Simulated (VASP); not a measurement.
# Mo (Im-3m) in VASP: notebook

The runs below take Mo through single point, relaxation of cell and atoms, with PBE.

All numbers are computed with VASP 6.6.1; they aren't measurements. Logs are shortened: lines on timing, memory, paths and dates and some standing lists are left out, and cuts for length are marked.

## 1. The cell of the first run

The structure is cubic, space group Im-3m (No. 229). The conventional cell has a = 3.060 Å, b = 3.060 Å, c = 3.060 Å, α = 90.00°, β = 90.00°, γ = 90.00°. Within 3.5 Å of Mo (site symmetry m-3m) lie 14 Mo at 2.65 to 3.06 Å.

## 2. Single point, PBE

The input, INCAR:

```
SYSTEM = Mo
ALGO     = Normal         ! electronic algorithm
EDIFF    = 1E-7           ! SCF threshold, eV
ENCUT    = 520            ! plane-wave cutoff, eV
GGA      = PE             ! functional
ISIF     = 2              ! what is computed and relaxed
ISMEAR   = -1             ! smearing method
LASPH    = .TRUE.         ! aspherical terms in the spheres
LCHARG   = .TRUE.         ! write CHGCAR
LELF     = .TRUE.         ! ELF
LREAL    = .FALSE.        ! projectors in reciprocal space
LVHAR    = .TRUE.       
LWAVE    = .FALSE.        ! write WAVECAR
NBANDS   = 13             ! bands
NELM     = 100            ! most SCF steps
PREC     = Accurate       ! precision mode
SIGMA    = 0.05           ! smearing width, eV
```

The input, KPOINTS:

```
k-points
0
G
  18 18 18
  0 0 0
```

The input, POSCAR:

```
Mo
1.0
   -1.5300697959      1.5300697959      1.5300697959
    1.5300697959     -1.5300697959      1.5300697959
    1.5300697959      1.5300697959     -1.5300697959
Mo
1
Direct
    0.0000000000      0.0000000000      0.0000000000
```

Potentials or basis: VASP PAW PBE potentials, release 64 (Mo_sv).

Command:

```bash
> cat potpaw_PBE.64/Mo_sv/POTCAR > POTCAR
> mpirun -np 1 vasp_std > vasp.out
```

OUTCAR:

```text
SYSTEM = Mo
   EDIFF = 1E-7
   ENCUT = 520
   GGA = PE
   ISIF = 2
   ISMEAR = -1
   LASPH = .TRUE.
   LREAL = .FALSE.
   NELM = 100
   PREC = Accurate

 ion  position               nearest neighbor table
   1  0.000  0.000  0.000-

  LATTYP: Found a body centered cubic cell.
 ALAT       =     3.0601395918

  Lattice vectors:

 A1 = (  -1.5300697959,   1.5300697959,   1.5300697959)
 A2 = (   1.5300697959,  -1.5300697959,   1.5300697959)
 A3 = (   1.5300697959,   1.5300697959,  -1.5300697959)

Analysis of symmetry for initial positions (statically):
=====================================================================
 Subroutine PRICEL returns:
 Original cell was already a primitive cell.

 Routine SETGRP: Setting up the symmetry group for a
 body centered cubic supercell.

 Subroutine GETGRP returns: Found 48 space group operations
 (whereof 48 operations were pure point group operations)
 out of a pool of 48 trial point group operations.

The static configuration has the point symmetry O_h .

Analysis of symmetry for dynamics (positions and initial velocities):
=====================================================================
 Subroutine PRICEL returns:
 Original cell was already a primitive cell.

 Routine SETGRP: Setting up the symmetry group for a
 body centered cubic supercell.

 Subroutine GETGRP returns: Found 48 space group operations
 (whereof 48 operations were pure point group operations)
 out of a pool of 48 trial point group operations.

The dynamic configuration has the point symmetry O_h .

 Subroutine INISYM returns: Found 48 space group operations
 (whereof 48 operations are pure point group operations),
 and found     1 'primitive' translations

----------------------------------------------------------------------------------------

                                     Primitive cell

  volume of cell :      14.3283

  direct lattice vectors                    reciprocal lattice vectors
    -1.530069796  1.530069796  1.530069796     0.000000000  0.326782478  0.326782478
     1.530069796 -1.530069796  1.530069796     0.326782478  0.000000000  0.326782478
     1.530069796  1.530069796 -1.530069796     0.326782478  0.326782478  0.000000000

  length of vectors
     2.650158626  2.650158626  2.650158626     0.462140213  0.462140213  0.462140213

  position of ions in fractional coordinates (direct lattice)
     0.000000000  0.000000000  0.000000000

  ion indices of the primitive-cell ions
   primitive index   ion index
                 1           1

----------------------------------------------------------------------------------------

 KPOINTS: k-points

Automatic generation of k-mesh.
 Grid dimensions read from file:
 generate k-points for:   18   18   18

 Generating k-lattice:

  Cartesian coordinates                     Fractional coordinates (reciprocal lattice)
     0.000000000  0.018154582  0.018154582     0.055555556  0.000000000  0.000000000
     0.018154582  0.000000000  0.018154582     0.000000000  0.055555556  0.000000000
     0.018154582  0.018154582  0.000000000     0.000000000  0.000000000  0.055555556

  Length of vectors
     0.025674456  0.025674456  0.025674456

  Shift w.r.t. Gamma in fractional coordinates (k-lattice)
     0.000000000  0.000000000  0.000000000

 Subroutine IBZKPT returns following result:
 ===========================================

 Found    195 irreducible k-points:

 Following reciprocal coordinates:
            Coordinates               Weight
  0.000000  0.000000  0.000000      1.000000
  0.055556  0.000000  0.000000     12.000000
  0.111111  0.000000  0.000000     12.000000
  0.166667  0.000000  0.000000     12.000000
  0.222222  0.000000  0.000000     12.000000
  0.277778  0.000000  0.000000     12.000000
[... 16 lines left out ...]
  0.333333  0.111111  0.000000     48.000000
  0.388889  0.111111  0.000000     48.000000
 [... further k-points ...]
   k-points           NKPTS =    195   k-points in BZ     NKDIM =    195   number of bands    NBANDS=     13
   number of dos      NEDOS =    301   number of ions     NIONS =      1
   total plane-waves  NPLWV =   8000
   dimension x,y,z NGX =    20 NGY =   20 NGZ =   20
   dimension x,y,z NGXF=    40 NGYF=   40 NGZF=   40
   ions per type =               1
   NGX,Y,Z   is equivalent  to a cutoff of  12.55, 12.55, 12.55 a.u.
   NGXF,Y,Z  is equivalent  to a cutoff of  25.09, 25.09, 25.09 a.u.
 SYSTEM =  Mo
   PREC   = accura    normal or accurate (medium, high low for compatibility)
   ISTART =      0    job   : 0-new  1-cont  2-samecut
   ICHARG =      2    charge: 1-file 2-atom 10-const
   ISPIN  =      1    spin polarized calculation?
   LNONCOLLINEAR =      F non collinear calculations
   LSORBIT =      F    spin-orbit coupling
   LASPH  =      T    aspherical Exc in radial PAW
   ENCUT  =  520.0 eV  38.22 Ry    6.18 a.u.   4.93  4.93  4.93*2*pi/ulx,y,z
   NELM   =    100;   NELMIN=  2; NELMDL= -5     # of ELM steps
   EDIFF  = 0.1E-06   stopping-criterion for ELM
   LREAL  =      F    real-space projection
   EDIFFG = 0.1E-05   stopping-criterion for IOM
   NSW    =      0    number of steps for IOM
   IBRION =     -1    ionic relax: 0-MD 1-quasi-New 2-CG
   NFREE  =      0    steps in history (QN), initial steepest desc. (CG)
   ISIF   =      2    stress and relaxation
   ISYM   =      2    0-nonsym 1-usesym 2-fastsym
   POTIM  = 0.5000    time-step for ionic-motion
   TEBEG  =    0.0;   TEEND  =   0.0 temperature during run
   PSTRESS=    0.0 pullay stress
   NELECT =      14.0000    total number of electrons
   NUPDOWN=      -1.0000    fix difference up-down
   EMIN   =  10.00;   EMAX   =-10.00  energy-range for DOS
   EFERMI =   0.00;   METHOD = LEGACY
   ISMEAR =    -1;   SIGMA  =   0.05  broadening in eV -4-tet -1-fermi 0-gaus
   EFERMI_NEDOS =   21; number of points for ismear=-14 and -15
   IALGO  =     38    algorithm
   IMIX   =      4    mixing-type and parameters
     AMIX     =   0.40;   BMIX     =  1.00
     AMIX_MAG =   1.60;   BMIX_MAG =  1.00
  volume/ion in A,a.u.               =      14.33        96.69
  Fermi-wavevector in a.u.,A,eV,Ry     =   1.624500  3.069859 35.905760  2.638999
  Thomas-Fermi vector in A             =   2.717776
   LORBIT       =      0    0 simple, 1 ext, 2 COOP (PROOUT), +10 PAW based schemes
   GGA     = PE    functional components
   LHFCALC =     F    Hartree Fock is set to
   AEXX    =    0.0000 exact exchange contribution
   IVDW    =     0    specifies the selected vdW correction
   LEPSILON=     F    determine dielectric tensor
   LRPA    =     F    only Hartree local field effects (RPA)
 non-spin polarized calculation
  energy-cutoff  :      520.00
  volume of cell :       14.33
 maximum number of plane-waves:       397
   NGX =  9   NGY =  9   NGZ =  9

 number of electron      14.0000000 magnetization

 Free energy of the ion-electron system (eV)
  ---------------------------------------------------
  ext. energy  EPLUGINS =         0.00000000
  ---------------------------------------------------
  free energy    TOTEN  =       -10.80015573 eV

  energy without entropy =      -10.79624170  energy(sigma->0) =      -10.79819872

 E-fermi :  14.0828     XC(G=0): -13.8892

 val. band max:       14.0588581416   @ k =  -0.3889   0.4444   0.2778
 cond. band min:      14.1224144535   @ k =  -0.3333   0.3889   0.2778
 fundamental gap:      0.0635563119
 Fermi energy:        14.0827542274

 k-point     1 :       0.0000    0.0000    0.0000
  band No.  band energies     occupation
      1     -47.2694      2.00000
      2     -20.3028      2.00000
      3     -20.3028      2.00000
      4     -20.3028      2.00000
      5       6.5495      2.00000
      6      12.5004      2.00000
      7      12.5004      2.00000
      8      12.5004      2.00000
      9      15.8627      0.00000
     10      15.8627      0.00000
     11      28.9930      0.00000
     12      28.9930      0.00000
     13      28.9930      0.00000

 k-point     2 :       0.0556    0.0000    0.0000
  band No.  band energies     occupation
      1     -47.2584      2.00000
      2     -20.3629      2.00000
      3     -20.3210      2.00000
      4     -20.3034      2.00000
      5       6.7013      2.00000
      6      12.4112      2.00000
      7      12.4859      2.00000
      8      12.6447      2.00000
      9      15.7242      0.00000
     10      15.8636      0.00000
     11      29.1155      0.00000
     12      29.2496      0.00000
     13      29.3295      0.00000

 k-point     3 :       0.1111    0.0000    0.0000
  band No.  band energies     occupation
      1     -47.2268      2.00000
      2     -20.5339      2.00000
      3     -20.3730      2.00000
      4     -20.3051      2.00000
      5       7.1306      2.00000
      6      12.1642      2.00000
      7      12.4233      2.00000
      8      13.0717      2.00000
      9      15.4248      0.00000
     10      15.8731      0.00000
     11      29.4190      0.00000
     12      29.9964      0.00000
     13      30.1835      0.00000
[... 305 lines left out ...]
 k-point    23 :       0.3333    0.1111    0.0000
  band No.  band energies     occupation
      1     -46.9263      2.00000
      2     -21.8973      2.00000
      3     -20.8735      2.00000
      4     -20.3992      2.00000
      5       8.8255      2.00000
      6      10.5330      2.00000
      7      13.5262      1.99997
      8      15.6545      0.00000
      9      16.8137      0.00000
     10      19.1467      0.00000
     11      27.4250      0.00000
     12      28.4582      0.00000
     13      33.2733      0.00000

 k-point    24 :       0.3889    0.1111    0.0000
  band No.  band energies     occupation
      1     -46.8948      2.00000
      2     -22.0239      2.00000
      3     -20.9332      2.00000
      4     -20.4022      2.00000
      5       8.6446      2.00000
      6      10.3929      2.00000
      7      14.2060      0.15662
      8      15.7958      0.00000
      9      17.1182      0.00000
     10      20.1258      0.00000
     11      26.8290      0.00000
     12      27.4190      0.00000
     13      32.2673      0.00000

 [... further k-points ...]
[... 5 lines left out ...]
  --------------------------------------------------------------------------------------
  -------------------------------------------------------------------------------------
  Total        2.8420458      2.8420458      2.8420458     -0.0000000     -0.0000000      0.0000000
  in kB      317.7956444    317.7956444    317.7956444     -0.0000000     -0.0000000      0.0000000
  external PRESSURE =     317.7956444 kB  Pullay stress =       0.0000000 kB

 VOLUME and BASIS-vectors are now :
 -----------------------------------------------------------------------------
  energy-cutoff  :      520.00
  volume of cell :       14.33
      direct lattice vectors                 reciprocal lattice vectors
    -1.530069796  1.530069796  1.530069796     0.000000000  0.326782478  0.326782478
     1.530069796 -1.530069796  1.530069796     0.326782478  0.000000000  0.326782478
     1.530069796  1.530069796 -1.530069796     0.326782478  0.326782478  0.000000000

 POSITION                                       TOTAL-FORCE (eV/Angst)
 -----------------------------------------------------------------------------------
      0.00000      0.00000      0.00000        -0.000000     -0.000000     -0.000000
 -----------------------------------------------------------------------------------
    total drift:                                0.000000     -0.000000      0.000000

  FREE ENERGIE OF THE ION-ELECTRON SYSTEM (eV)
  ---------------------------------------------------
  free  energy   TOTEN  =       -10.8001557320 eV

  energy  without entropy=      -10.7962416989  energy(sigma->0) =      -10.79819872
```

Run time: 17 s. Hardware: 1 thread of Intel Xeon Platinum 8488C (Sapphire Rapids), shared host; peak memory 0.14 GiB.

Results:

- Free energy: -10.8002 eV
- Pressure: 31.8 GPa
- Band gap on the k mesh: zero (band 7 reaches 18.54 eV, above the bottom of band 8 at 12.50 eV)

## 3. Single point, PBE

The input, INCAR:

```
SYSTEM = Mo
PREC = Accurate
ENCUT = 520
EDIFF = 1E-6
ISMEAR = -1
SIGMA = 0.05
LREAL = .FALSE.
LASPH = .TRUE.
NELM = 80
ALGO = Normal
ISIF = 2
LWAVE = .FALSE.
LCHARG = .FALSE.
GGA = PE
NBANDS = 13
```

The input, KPOINTS:

```
Automatic mesh
0
G
  18 18 18
  0 0 0
```

The input, POSCAR:

```
Mo
1.0
   -1.5300218101      1.5300218101      1.5300218101
    1.5300218101     -1.5300218101      1.5300218101
    1.5300218101      1.5300218101     -1.5300218101
Mo
1
Direct
    0.0000000000      0.0000000000      0.0000000000
```

Potentials or basis: VASP PAW PBE potentials, release 64 (Mo_sv).

Command:

```bash
> cat potpaw_PBE.64/Mo_sv/POTCAR > POTCAR
> mpirun -np 1 vasp_std > vasp.out
```

Run time: 15 s. Hardware: 1 thread of Intel Xeon Platinum 8488C (Sapphire Rapids), shared host; peak memory 0.14 GiB.

The run converged. Its results:

* Free energy: -10.7999 eV
* Pressure: 31.8 GPa
* Band gap on the k mesh: zero (band 7 reaches 18.55 eV, above the bottom of band 8 at 12.50 eV)

Levels at points of the mesh, in eV from the Fermi level:
```tsv
k point	band 3	band 4	band 5	band 6	band 7	band 8	band 9	band 10	band 11	band 12
(0.00, 0.00, 0.00)	-34.39	-34.39	-7.53	-1.58	-1.58	-1.58	1.78	1.78	14.91	14.91
(0.50, 0.00, 0.00)	-34.96	-34.41	-5.91	-3.88	1.87	1.97	2.57	5.35	12.09	13.03
(0.50, 0.50, 0.50)	-35.63	-35.63	-6.19	-6.19	4.46	4.46	4.46	9.75	9.75	9.75
```

## 4. Single point, PBE

This run uses another cell than the first one, of 15.79 Å³/atom, 1.102 times its volume.

The input, INCAR:

```
  PREC = Accurate
  ENCUT = 520
  EDIFF = 1E-6
  ISMEAR = -1
  SIGMA = 0.05
  LREAL = False
  LASPH = True
  NELM = 80
  ALGO = Normal
  ISIF = 2
  LWAVE = False
  LCHARG = False
  GGA = PE
  NBANDS = 13
```

The input, KPOINTS:

```
Automatic mesh
0
Gamma
  18 18 18
```

The input, POSCAR:

```
Mo
1.0
   -1.5802780016      1.5802780016      1.5802780016
    1.5802780016     -1.5802780016      1.5802780016
    1.5802780016      1.5802780016     -1.5802780016
Mo
1
Direct
    0.0000000000      0.0000000000      0.0000000000
```

Command:

```bash
> cat potpaw_PBE.64/Mo_sv/POTCAR > POTCAR
> mpirun -np 1 vasp_std > vasp.out
```

Wall time 15 s (1 thread of Intel Xeon Platinum 8488C (Sapphire Rapids), shared host); peak memory 0.15 GiB.

It converged, with:

```yaml
Free_energy: -10.9359 eV
Pressure: 0.5 GPa
Band_gap_on_the_k_mesh: zero (band 7 reaches 16.36 eV, above the bottom of band 8 at 11.09 eV)
```

Levels at points of the mesh, in eV from the Fermi level:
| k point | band 5 | band 6 | band 7 | band 8 | band 9 | band 10 |
| --- | --- | --- | --- | --- | --- | --- |
| (0.00, 0.00, 0.00) | -7.22 | -1.36 | -1.36 | -1.36 | 1.63 | 1.63 |
| (0.50, 0.00, 0.00) | -5.28 | -3.37 | 1.57 | 1.65 | 2.27 | 4.66 |
| (0.50, 0.50, 0.50) | -5.38 | -5.38 | 3.91 | 3.91 | 3.91 | 8.97 |

## 5. Relaxation of cell and atoms, PBE, target pressure 31 GPa, at which the enthalpy is minimised

The input, INCAR:

```
ALGO = Normal
EDIFF = 1E-6
EDIFFG = -0.005
ENCUT = 600
GGA = PE
IBRION = 2
ISIF = 3
ISMEAR = -1
LASPH = True
LCHARG = False
LREAL = False
LWAVE = False
NELM = 80
NSW = 60
PREC = Accurate
PSTRESS = 310.0
SIGMA = 0.05
```

The input, KPOINTS:

```
k-points
0
Gamma
  18 18 18
```

The input, POSCAR:

```
Mo
1.0
   -1.5302490222      1.5302490222      1.5302490222
    1.5302490222     -1.5302490222      1.5302490222
    1.5302490222      1.5302490222     -1.5302490222
Mo
1
Direct
    0.0000000000      0.0000000000      0.0000000000
```

Command:

```bash
> cat potpaw_PBE.64/Mo_sv/POTCAR > POTCAR
> mpirun -np 1 vasp_std > vasp.out
```

It took 26 s on 1 thread of Intel Xeon Platinum 8488C (Sapphire Rapids), shared host; peak memory 0.17 GiB.

Results (log left out):

```yaml
Free_energy: -10.8050 eV
Relaxed_volume: 14.35 Å³/atom
Relaxed_cell: a = 2.652 Å, b = 2.652 Å, c = 2.652 Å, α = 109.47°, β = 109.47°, γ = 109.47°
Space_group_after_relaxing_to_0.05_Å: Im-3m (No. 229)
Energy_change_on_relaxing_the_enthalpy_is_what_falls: -3.8 meV/atom
Ionic_steps: 3
Pressure_after_relaxing: 31.0 GPa
Band_gap_on_the_k_mesh: zero (band 7 reaches 18.50 eV, above the bottom of band 8 at 12.47 eV)
```

Step by step:
```tsv
step	energy change (eV)	largest force (eV/Å)	pressure (GPa)	volume (Å³)
1	0.0000	0.0000	31.54	14.33
2	-0.0190	0.0000	28.86	14.43
3	-0.0038	0.0000	31.00	14.35
```

Final structure:
```xyz
1
Lattice="-1.5309 1.5309 1.5309 1.5309 -1.5309 1.5309 1.5309 1.5309 -1.5309" Properties=species:S:1:pos:R:3 pbc="T T T"
Mo    0.0000    0.0000    0.0000
```

Levels at points of the mesh, in eV from the Fermi level:
| k point | band 4 | band 5 | band 6 | band 7 | band 8 | band 9 | band 10 | band 11 |
| --- | --- | --- | --- | --- | --- | --- | --- | --- |
| (0.00, 0.00, 0.00) | -34.39 | -7.53 | -1.58 | -1.58 | -1.58 | 1.78 | 1.78 | 14.91 |
| (0.50, 0.00, 0.00) | -34.41 | -5.90 | -3.87 | 1.86 | 1.96 | 2.57 | 5.34 | 12.09 |
| (0.50, 0.50, 0.50) | -35.63 | -6.17 | -6.17 | 4.45 | 4.45 | 4.45 | 9.73 | 9.73 |

Caveat: the cell is relaxed towards a set pressure, so the enthalpy falls and the energy may rise.

## 6. Overview

```tsv
task	cell	cutoff (eV)	gap on the mesh (eV)	pressure (GPa)
single point	a = 2.650 Å, angles 109.5°, 1 atom	520	none	31.8
single point	a = 2.737 Å, angles 109.5°, 1 atom	520	none	0.5
relaxation of cell and atoms	relaxed to 31 GPa from a = 2.650 Å, angles 109.5°, 1 atom	600	none	31.0
```

Alike in all rows: level PBE; potentials or basis VASP PAW PBE potentials, release 64 (Mo_sv); no spin polarisation; k mesh 18 × 18 × 18; smearing fermi-dirac 0.05 eV.

Caveats: the cell is relaxed towards a set pressure, so the enthalpy falls and the energy may rise (some runs).

Total energies depend on the potentials used, so only differences within one code and one set of settings carry meaning.
